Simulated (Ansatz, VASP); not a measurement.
# AlCo in VASP and in Ansatz

The input INCAR:

```
SYSTEM = AlCo
ALGO = Fast
EDIFF = 1E-6
ENCUT = 520
GGA = PS
ISIF = 2
ISMEAR = 0
LASPH = .True.
LCHARG = .False.
LREAL = .False.
LWAVE = .False.
NBANDS = 13
NELM = 100
PREC = Accurate
SIGMA = 0.15
```

KPOINTS

```
k-points
0
Gamma
  16 16 16
  0 0 0
```

POSCAR

```
AlCo
1.0
    2.7348211137      0.0000000000      0.0000000000
    0.0000000000      2.7348211137      0.0000000000
    0.0000000000      0.0000000000      2.9039853063
Al Co
1 1
Direct
    0.0000000000      0.0000000000      0.0000000000
    0.5000000000      0.5000000000      0.5000000000
```

Input for Ansatz:

```yaml
crystal:
  lattice:
    - [2.7348211137, 0.0, 0.0]
    - [0.0, 2.7348211137, 0.0]
    - [0.0, 0.0, 2.9039853063]
  atoms:
    - { symbol: Al, position: [0.0, 0.0, 0.0] }
    - { symbol: Co, position: [0.5, 0.5, 0.5] }
basis:
  ecutwfc: 420
kpoints:
  mp_grid: { grid: [16, 16, 16] }
hamiltonian:
  xc: pbesol
scf:
  occupations: { method: gaussian, width: 0.15 }
output:
  forces: true
  stress: true
  eigenvalues: true
```

Change from the starting cell: strain -0.030 along x and y, +0.030 along z, atoms carried along.

Alike in both runs: task single point; functional PBEsol; k mesh 16 × 16 × 16; occupations gaussian, width 0.15 eV; no spin polarisation.

|  | VASP | Ansatz |
| --- | --- | --- |
| version | VASP 6.6.1 | Ansatz 0.2.0 |
| potentials or method | VASP PAW PBE potentials, release 64 (Al, Co), cutoff 520 eV | scalar-relativistic, plane waves, PAW |
| valence electrons in the cell | 12 | 20 |

```csv
,VASP,Ansatz,Ansatz less VASP
gap on the k mesh at the Fermi level (eV),none,none,-
pressure (GPa),7.5,7.8,+0.36
"traceless stress, the component that is largest in VASP (GPa)",-5.86,-5.84,+0.028
```

VASP's potentials were made for PBE, not for PBEsol. A gap of «none» marks a metal or a gap that the smearing closes. VASP's potentials hold 12 valence electrons a cell and Ansatz's 20, so a difference there can come from the potentials and not from the codes.
